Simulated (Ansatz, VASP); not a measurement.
One calculation of P, two programs

```
CELL_PARAMETERS angstrom
2.42161 0.00000 0.00000
0.00000 2.42161 0.00000
0.14530 0.00000 2.42161
ATOMIC_POSITIONS crystal
P 0.00000 0.00000 0.00000
```

Change from the starting cell: shear of c along a, cell held, atoms relaxed: +6.0 %.

Alike in both runs: task single point; functional PBEsol; k mesh 18 × 18 × 18; occupations gaussian, width 0.1 eV; no spin polarisation.

```csv
,VASP,Ansatz
version,VASP 6.6.1,Ansatz 0.2.0
potentials or method,"VASP PAW PBE potentials, release 64 (P), cutoff 520 eV","scalar-relativistic, plane waves, PAW"
valence electrons in the cell,5,5
```

```tsv
	VASP	Ansatz	Ansatz less VASP
gap on the k mesh at the Fermi level (eV)	none	none	-
pressure (GPa)	0.2	0.1	-0.10
traceless stress, the component that is largest in VASP (GPa)	-3.35	-3.36	-0.008
```

VASP's potentials were made for PBE, not for PBEsol. A gap of «none» marks a metal or a gap that the smearing closes. With one functional, cell and mesh, what is left measures potentials, basis and numerics.
